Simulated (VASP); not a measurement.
Crystal: BeS.

```
Be S
1.0
     0.00000    2.43431    2.43431
     2.43431    0.00000    2.43431
     2.43431    2.43431    0.00000
Be S
1 1
Direct
  0.00000 0.00000 0.00000
  0.25000 0.25000 0.25000
```

Program: VASP 6.6.1. Alike in all runs: task single point; potentials or basis VASP PAW PBE potentials, release 64 (Be, S); no spin polarisation; cell as given; cutoff (eV) 520. Hardware: 1 thread of Intel Xeon 8259CL (shared host).

Q: Order these runs on this cell by their wall time, lowest first.
A. level PBE; k mesh 6 × 6 × 6; smearing gaussian 0.01 eV
B. level r2SCAN; k mesh 10 × 10 × 10; smearing gaussian 0.01 eV
C. level PBE; k mesh 10 × 10 × 10; smearing fermi-dirac 0.02 eV

A: A (8.6 s), C (26 s), B (130 s).
